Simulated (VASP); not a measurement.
Write the native input for VASP 6.6.1 that does the following.

```yaml
Task: single point
Functional: PBEsol
Potentials_or_basis: VASP PAW PBE potentials, release 64 (Re, Cu)
Cutoff: 520 eV
k_mesh: 3 × 2 × 3
Occupations: fermi-dirac, width 0.1 eV
Spin: no spin polarisation
Dipole_correction: no
Further_INCAR_settings: ALGO = Normal; EDIFF = 1e-06; NBANDS = 60
```

The structure of CuRe12 (a cell with a defect) lies in POSCAR:

```
CuRe12
1.0
    5.5200000000      0.0000000000      0.0000000000
   -4.1400000000      7.1706900000      0.0000000000
    0.0000000000      0.0000000000      4.4574000000
Re Cu
12 1
Direct
    0.0319766499      0.0036258714      0.1035132589
    0.2295608833      0.2658879410      0.5299277606
    0.0160753571      0.3318927467      0.0480324853
    0.1397501509      0.5253190418      0.5544936510
    0.0264583031      0.6804226650      0.0407188047
    0.1202805325      0.8758571351      0.5554359043
    0.4808374996      0.0388944439     -0.0288284650
    0.6582315587      0.2296710637      0.4851707273
    0.5283192350      0.3675657433     -0.0017723336
    0.6676488580      0.5620100716      0.4738636874
    0.5800246256      0.6922067472     -0.0620092431
    0.5230795370      0.8383572571      0.3539282990
    0.8260865732      0.0231637402      0.6763808498
```

One way to write it, as run:

INCAR

```
SYSTEM = CuRe12
PREC = Accurate
ENCUT = 520
EDIFF = 1E-6
ISMEAR = -1
SIGMA = 0.1
LREAL = .FALSE.
LASPH = .TRUE.
NELM = 80
ALGO = Normal
ISIF = 2
LWAVE = .FALSE.
LCHARG = .TRUE.
GGA = PS
LELF = .TRUE.
LVHAR = .TRUE.
NBANDS = 60
```

KPOINTS

```
Automatic mesh
0
G
  3 2 3
  0 0 0
```

Potentials or basis: VASP PAW PBE potentials, release 64 (Re, Cu).

The run is started by

```sh
$ cat potpaw_PBE.64/Re/POTCAR potpaw_PBE.64/Cu/POTCAR > POTCAR
$ mpirun -np 1 vasp_std > vasp.out
```

Results of the run:

```json
{"Pressure": "38.8 GPa", "Largest force": "3.308 eV/Å"}
```

Caveat: the k points lie up to 0.47 Å⁻¹ apart; the PAW data sets were made with another functional, which shifts forces and pressure a little.

Wall time 14 min on 1 thread of AMD EPYC 7R13 Processor (Zen 3), on a shared host, peak memory 0.32 GiB.
